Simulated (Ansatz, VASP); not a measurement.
One calculation of BeS, two programs

```
Be S
1.0
     3.39148    0.00000    0.00000
    -1.69574    2.93711    0.00000
     0.00000    0.00000    6.84969
Be S
2 2
Cartesian
  0.0000 1.9581 1.7124
  1.6957 0.9790 5.1373
  1.6957 0.9790 1.7124
  0.0000 1.9581 5.1373
```

Alike in both runs: task single point; functional r2SCAN; k mesh 9 × 9 × 4; no spin polarisation.

|  | VASP | Ansatz |
| --- | --- | --- |
| version | VASP 6.6.1 | Ansatz 0.2.0 |
| potentials or method | VASP PAW PBE potentials, release 64 (Be, S) | plane waves, PAW |
| plane-wave cutoff (eV) | 520 | 500 |
| occupations | gaussian, width 0.01 eV | fixed |
| valence electrons in the cell | 16 | 16 |

Ansatz gave:

```
gap on the k mesh at the Fermi level (eV)                     : 4.47
pressure (GPa)                                                : 5.1
traceless stress, the component that is largest in VASP (GPa) : -4.36
```

**Question.** Estimate VASP's values.

**Answer.** gap on the k mesh at the Fermi level (eV): 4.49; pressure (GPa): 5.0; traceless stress, the component that is largest in VASP (GPa): -4.27.

VASP's potentials were made for PBE, not for r2SCAN.
